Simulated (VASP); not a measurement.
Here is a VASP 6.6.1 calculation.

INCAR

```
SYSTEM = TiSi16
  ALGO = Normal
  EDIFF = 1E-6
  ENCUT = 520
  GGA = PS
  ISIF = 2
  ISMEAR = 0
  LASPH = .TRUE.
  LCHARG = .FALSE.
  LREAL = Auto
  LWAVE = .FALSE.
  NBANDS = 52
  NELM = 60
  PREC = Accurate
  SIGMA = 0.05
```

File KPOINTS:

```
k-points
0
G
  2 2 2
  0 0 0
```

POSCAR

```
TiSi16
1.0
    0.0000000000      5.4300000000      5.4300000000
    5.4300000000      0.0000000000      5.4300000000
    5.4300000000      5.4300000000      0.0000000000
Si Ti
16 1
Direct
   -0.0098058932      0.0329561694     -0.0114758748
    0.1281536832      0.1353744936      0.1269669429
    0.0102325046     -0.0107691529      0.5003104052
    0.1281280847      0.1353557090      0.6096529466
    0.0068814917      0.5124072744      0.0075411602
    0.1099934622      0.6685011971      0.1105975138
    0.0068463168      0.5123183241      0.4728697053
    0.1468967772      0.6154750460      0.6185643646
    0.5014347145     -0.0106588398      0.0089781768
    0.6109017495      0.1354148250      0.1268822284
    0.5014235727     -0.0105885820      0.5003213628
    0.6399796501      0.0827829650      0.6386875691
    0.4727865562      0.5124023941      0.0071742173
    0.6179859116      0.6157129834      0.1472558932
    0.5144796501      0.4550463168      0.5149512891
    0.6179501842      0.6157807551      0.6184976980
    0.8584208103      0.4233497238      0.8589139963
```

Potentials or basis: VASP PAW PBE potentials, release 64 (Si, Ti_sv).

The run is started by

```bash
$ cat potpaw_PBE.64/Si/POTCAR potpaw_PBE.64/Ti_sv/POTCAR > POTCAR
$ mpirun -np 1 vasp_std > vasp.out
```

(1) Predict the band gap on the k mesh.

(2) What does it give for the largest force?

(3) Predict the pressure.

Results:

(1) zero (bands 38 and 39 overlap by 0.29 eV).

(2) 1.409 eV/Å.

(3) 1.8 GPa.

Caveat: the k points lie up to 0.50 Å⁻¹ apart; the PAW data sets were made with another functional, which shifts forces and pressure a little.
